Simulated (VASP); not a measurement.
# Sm3BRh (P-6m2) in VASP: notebook, part 3 of 3

VASP 6.6.1.

### 4 Relaxation of cell and atoms, PBE

Input file INCAR:

```
ALGO = Normal
EDIFF = 1E-7
EDIFFG = -0.04
ENCUT = 500
GGA = PE
GGA_COMPAT = F
IBRION = 2
ISIF = 3
ISMEAR = 0
LASPH = T
LCHARG = F
LMAXMIX = 6
LREAL = F
LWAVE = F
NELM = 200
NELMIN = 4
NSW = 90
PREC = Accurate
SIGMA = 0.1
```

Input file KPOINTS:

```
k-points
0
Gamma
  6 6 2
```

Input file POSCAR:

```
Sm3BRh
1.0
    4.2023634500      0.0000000000      0.0000000000
   -2.1011817200      3.6393535000      0.0000000000
    0.0000000000      0.0000000000      7.6451553400
Sm B Rh
3 1 1
Direct
    0.0000000000      0.0000000000      0.0000000000
    0.6666666700      0.3333333300      0.3192999500
    0.6666666700      0.3333333300      0.6807000500
    0.6666666700      0.3333333300      0.0000000000
    0.3333333300      0.6666666700      0.5000000000
```

Potentials or basis: VASP PAW PBE potentials, release 64 (Sm_3, B, Rh_pv), 4f in core.

Started as:

```bash
$ cat potpaw_PBE.64/Sm_3/POTCAR potpaw_PBE.64/B/POTCAR potpaw_PBE.64/Rh_pv/POTCAR > POTCAR
$ mpirun -np 1 vasp_std > vasp.out
```

OUTCAR:

```text
EDIFF = 1E-7
   EDIFFG = -0.04
   ENCUT = 500
   GGA = PE
   IBRION = 2
   ISIF = 3
   ISMEAR = 0
   LASPH = T
   LREAL = F
   NELM = 200
   NELMIN = 4
   NSW = 90
   PREC = Accurate

 ion  position               nearest neighbor table
   1  0.000  0.000  0.000-   4 2.43   4 2.43   4 2.43   2 3.44   3 3.44   3 3.44   2 3.44   3 3.44
                             2 3.44
   2  0.667  0.333  0.319-   4 2.44   3 2.76   5 2.79   5 2.79   5 2.79   1 3.44   1 3.44   1 3.44

   3  0.667  0.333  0.681-   4 2.44   2 2.76   5 2.79   5 2.79   5 2.79   1 3.44   1 3.44   1 3.44

   4  0.667  0.333  0.000-   1 2.43   1 2.43   1 2.43   3 2.44   2 2.44
   5  0.333  0.667  0.500-   2 2.79   3 2.79   2 2.79   3 2.79   2 2.79   3 2.79

  LATTYP: Found a hexagonal cell.
 ALAT       =     4.2023634500
 C/A-ratio  =     1.8192513406

  Lattice vectors:

 A1 = (   4.2023634500,   0.0000000000,   0.0000000000)
 A2 = (  -2.1011817200,   3.6393535000,   0.0000000000)
 A3 = (   0.0000000000,   0.0000000000,   7.6451553400)

Analysis of symmetry for initial positions (statically):
=====================================================================
 Subroutine PRICEL returns:
 Original cell was already a primitive cell.

 Routine SETGRP: Setting up the symmetry group for a
 hexagonal supercell.

 Subroutine GETGRP returns: Found 12 space group operations
 (whereof 12 operations were pure point group operations)
 out of a pool of 24 trial point group operations.

[... 141 lines left out ...]
 non-spin polarized calculation
 Gauss-broadening in eV      SIGMA  =   0.10
  energy-cutoff  :      500.00
  volume of cell :      116.92
 maximum number of plane-waves:      3016
 NGX is ok and might be reduce to    32
   NGX = 15   NGY = 15   NGZ = 27

--------------------------------------- Ionic step        1  -------------------------------------------

 number of electron      51.0000002 magnetization

 Free energy of the ion-electron system (eV)
  ---------------------------------------------------
  ext. energy  EPLUGINS =         0.00000000
  ---------------------------------------------------
  free energy    TOTEN  =       -26.30082838 eV

  energy without entropy =      -26.26201205  energy(sigma->0) =      -26.28142022

 E-fermi :   3.9856     XC(G=0): -10.4117

 val. band max:        3.9734367373   @ k =   0.3333  -0.0000   0.5000
 cond. band min:       3.9874550331   @ k =   0.5000  -0.0000   0.0000
 fundamental gap:      0.0140182959
 Fermi energy:         3.9855762021
[... 1042 lines left out ...]
     29       4.4335      0.00000
     30       4.6215      0.00000

[... ionic steps 4 to 7 ...]

--------------------------------------- Ionic step        8  -------------------------------------------

 number of electron      51.0000002 magnetization

------------------------ aborting loop because EDIFF is reached ----------------------------------------
[... 73 lines left out ...]
--------------------------------------- Ionic step       10  -------------------------------------------

 number of electron      50.9999999 magnetization

 Free energy of the ion-electron system (eV)
  ---------------------------------------------------
  ext. energy  EPLUGINS =         0.00000000
  ---------------------------------------------------
  free energy    TOTEN  =       -27.36041822 eV

  energy without entropy =      -27.33501374  energy(sigma->0) =      -27.34771598

 E-fermi :   3.1685     XC(G=0):  -9.7818

 val. band max:        3.1663386290   @ k =   0.3333  -0.0000   0.0000
 cond. band min:       3.1809642750   @ k =   0.3333  -0.0000   0.5000
 fundamental gap:      0.0146256460
 Fermi energy:         3.1684729289
[... 492 lines left out ...]
  FREE ENERGIE OF THE ION-ELECTRON SYSTEM (eV)
  ---------------------------------------------------
  free  energy   TOTEN  =       -27.3604182182 eV

  energy  without entropy=      -27.3350137450  energy(sigma->0) =      -27.34771598

 reached required accuracy - stopping structural energy minimisation
```

OSZICAR:

```text
N       E                     dE             d eps       ncg     rms          rms(c)
DAV:   1     0.498803950886E+03    0.49880E+03   -0.26058E+04   848   0.157E+03
DAV:   2    -0.102287808621E+02   -0.50903E+03   -0.49927E+03   906   0.450E+02
DAV:   3    -0.299663436133E+02   -0.19738E+02   -0.19404E+02  1096   0.821E+01
DAV:   4    -0.303678884454E+02   -0.40154E+00   -0.39493E+00   980   0.106E+01
[... 125 lines left out ...]
DAV:   5    -0.273604215385E+02    0.38793E-04   -0.17421E-04  1030   0.779E-02    0.106E-02
DAV:   6    -0.273604198864E+02    0.16521E-05   -0.81925E-06  1000   0.147E-02    0.474E-03
DAV:   7    -0.273604185352E+02    0.13512E-05   -0.98662E-07   888   0.531E-03    0.102E-03
DAV:   8    -0.273604182296E+02    0.30556E-06   -0.60669E-08   498   0.162E-03    0.327E-04
DAV:   9    -0.273604182182E+02    0.11437E-07   -0.17690E-08   432   0.746E-04
  10 F= -.27360418E+02 E0= -.27347716E+02  d E =-.109977E-02
```

CONTCAR:

```text
Sm3BRh
   1.00000000000000
     4.2073984118740011   -0.0000000000273961    0.0000000000000000
    -2.1036992009547348    3.6437139049338123    0.0000000000000000
     0.0000000000000000   -0.0000000000000000    8.8556676853067700
  Sm              B               Rh
     3     1     1
Direct
     0.0000000000000000    0.0000000000000000    0.0000000000000000
     0.6666666699999979    0.3333333300000021    0.3130658451586502
     0.6666666699999979    0.3333333300000021    0.6869341548413498
     0.6666666699999979    0.3333333300000021    0.0000000000000000
     0.3333333300000021    0.6666666699999979    0.5000000000000000

  0.00000000E+00  0.00000000E+00  0.00000000E+00
  0.00000000E+00  0.00000000E+00  0.00000000E+00
  0.00000000E+00  0.00000000E+00  0.00000000E+00
  0.00000000E+00  0.00000000E+00  0.00000000E+00
  0.00000000E+00  0.00000000E+00  0.00000000E+00
```

It took 3.2 min on 1 thread of Intel Xeon 6975P-C (Granite Rapids), shared host; peak memory 0.27 GiB.

Results:

```yaml
Free_energy: -27.3604 eV
Relaxed_volume: 27.15 Å³/atom
Relaxed_cell: a = 4.207 Å, b = 4.207 Å, c = 8.856 Å, α = 90.00°, β = 90.00°, γ = 120.00°
Space_group_after_relaxing_to_0.1_Å: P-6m2 (No. 187)
Energy_gained_by_relaxing: 211.9 meV/atom
Ionic_steps: 10
Pressure_after_relaxing: -0.1 GPa
Largest_force_after_relaxing: 0.019 eV/Å
Band_gap_on_the_k_mesh: zero (an odd number of electrons rules out a gap without spin polarisation)
```

Forces in eV/Å, atoms in the order of the input:
```
Sm   0.000  0.000  0.000
Sm   0.000  0.000  0.019
Sm   0.000  0.000 -0.019
B    0.000  0.000  0.000
Rh   0.000  0.000  0.000
```

Step by step:
```tsv
step	energy change (eV)	largest force (eV/Å)	pressure (GPa)	volume (Å³)
1	0.0000	0.9306	12.38	116.92
2	-0.7574	0.0129	-4.53	150.01
3	-0.9008	0.2021	-0.89	139.02
4	-0.9007	0.1925	-1.07	139.49
5	-1.0063	0.0943	-0.67	137.75
6	-1.0579	0.1212	0.15	135.16
7	-1.0585	0.0976	0.05	135.45
8	-1.0585	0.1051	0.08	135.36
9	-1.0594	0.0521	0.00	135.61
10	-1.0596	0.0186	-0.05	135.76
```

Final structure:
```
Sm B Rh
1.0
     4.20740    0.00000    0.00000
    -2.10370    3.64371    0.00000
     0.00000    0.00000    8.85567
Sm B Rh
3 1 1
Direct
  0.00000 0.00000 0.00000
  0.66667 0.33333 0.31307
  0.66667 0.33333 0.68693
  0.66667 0.33333 0.00000
  0.33333 0.66667 0.50000
```

Caveat: the k points lie up to 0.35 Å⁻¹ apart in the final cell, too coarse for converged energies and pressures of a metal; the volume moved by over 15 % at a fixed basis, so the end points are rough; spin-orbit coupling is left out, which moves the levels of the heavy elements; the 4f electrons are frozen in the core, so they carry no moment and show no levels. Spin polarisation is off, so any magnetic state and its effect on volume and gap are missing.

### 5 Summary

| task | cell | gap on the mesh (eV) | pressure (GPa) | largest force (eV/Å) |
| --- | --- | --- | --- | --- |
| single point | a = 4.202, b = 4.202, c = 7.645 Å, angles 90.0, 90.0, 120.0°, 5 atoms, atomic positions A | none | 12.4 | 0.93 |
| single point | a = 4.199, b = 4.199, c = 8.832 Å, angles 90.0, 90.0, 120.0°, 5 atoms, atomic positions B | none | 0.4 | 0.02 |
| relaxation of cell and atoms | relaxed from a = 4.202, b = 4.202, c = 7.645 Å, angles 90.0, 90.0, 120.0°, 5 atoms, atomic positions A | none | -0.1 | 0.02 |

Alike in all rows: level PBE; potentials or basis VASP PAW PBE potentials, release 64 (Sm_3, B, Rh_pv), 4f in core; no spin polarisation; k mesh 6 × 6 × 2; cutoff (eV) 500; smearing gaussian 0.1 eV.

Caveats: some runs use coarse meshes; spin-orbit coupling is left out, which moves the levels of the heavy elements; the 4f electrons are frozen in the core, so they carry no moment and show no levels; the volume moved by over 15 % at a fixed basis, so the end points are rough (at least some runs).

Total energies depend on the potentials used, so only differences within one code and one set of settings carry meaning.
